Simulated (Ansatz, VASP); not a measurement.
**TaGaMo3: VASP beside Ansatz**

```
Ta Ga Mo
1.0
     4.17251    0.00000    0.00000
     0.00000    4.17251    0.00000
     0.00000    0.00000    4.17251
Ta Ga Mo
1 1 3
Direct
  0.50000 0.50000 0.50000
  0.00000 0.00000 0.00000
  0.00000 0.50000 0.50000
  0.50000 0.50000 0.00000
  0.50000 0.00000 0.50000
```

Change from the starting cell: species swapped into the TlHPd3 type (Pm-3m, No. 221).

Alike in both runs: task relaxation of cell and atoms; functional PBE; k mesh 4 × 4 × 4; occupations gaussian, width 0.1 eV; no spin polarisation.

|  | VASP | Ansatz |
| --- | --- | --- |
| version | VASP 6.6.1 | Ansatz 0.2.0 |
| potentials or method | VASP PAW PBE potentials, release 64 (Ta_pv, Ga_d, Mo_sv), cutoff 600 eV | scalar-relativistic, plane waves, PAW |
| valence electrons in the cell | 66 | 68 |

Ansatz gave:

```
gap on the k mesh at the Fermi level, each at its own relaxed structure (eV) : none
relaxed volume (Å³/atom)                                                     : 21.46
relaxed cell length with the largest relative difference (Å)                 : 4.752
```

**Question.** Estimate VASP's values.

**Answer.** gap on the k mesh at the Fermi level, each at its own relaxed structure (eV): none; relaxed volume (Å³/atom): 21.53; relaxed cell length with the largest relative difference (Å): 4.757.

A gap of «none» marks a metal or a gap that the smearing closes. VASP's potentials hold 66 valence electrons a cell and Ansatz's 68, so a difference there can come from the potentials and not from the codes.

The k mesh is coarse, so the values compare programs but aren't converged. Spin-orbit coupling is off throughout. Noted on VASP's run: the volume moved by over 15 % at a fixed basis, so the end points are rough.
